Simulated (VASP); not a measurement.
Write the native input for VASP 6.6.1 that does the following.

```
Task                   : single point
Functional             : PBE
Potentials or basis    : VASP PAW PBE potentials, release 64 (Sr_sv)
Cutoff                 : 520 eV
k mesh                 : 12 × 12 × 6
Occupations            : gaussian, width 0.15 eV
Spin                   : no spin polarisation
Dipole correction      : no
Further INCAR settings : ALGO = Fast; EDIFF = 1e-06; NBANDS = 17
```

The structure of Sr lies in POSCAR:

```
Sr
1.0
    3.9476748391      0.0000000000      0.0000000000
   -1.9738374196      4.2319035325      0.0000000000
    0.0000000000      0.0000000000      6.5223838647
Sr
2
Direct
    0.3333333333      0.6666666667      0.2500000000
    0.6666666667      0.3333333333      0.7500000000
```

This cell differs from its parent crystal: strain +e along x and -e along y -0.1100, strain +e along z and -e/2 along x and y -0.0700.

One way to write it, as run:

INCAR

```
  PREC = Accurate
  ENCUT = 520
  EDIFF = 1E-6
  ISMEAR = 0
  SIGMA = 0.15
  LREAL = False
  LASPH = True
  NELM = 100
  ALGO = Fast
  ISIF = 2
  LWAVE = False
  LCHARG = False
  GGA = PE
  NBANDS = 17
```

KPOINTS

```
regular mesh
0
Gamma
  12 12 6
```

Potentials or basis: VASP PAW PBE potentials, release 64 (Sr_sv).

The run is started by

```bash
$ cat potpaw_PBE.64/Sr_sv/POTCAR > POTCAR
$ mpirun -np 1 vasp_std > vasp.out
```

Results of the run:

The pressure is 0.6 GPa and the largest force is 0.258 eV/Å. The band gap on the k mesh is zero (bands 10 and 11 overlap by 0.32 eV).

Caveat: the cell differs from its parent crystal (strain +e along x and -e along y -0.1100, strain +e along z and -e/2 along x and y -0.0700).

Wall time 2.7 min on 1 thread of Intel(R) Xeon(R) 6975P-C (Granite Rapids), on a shared host, peak memory 0.42 GiB.
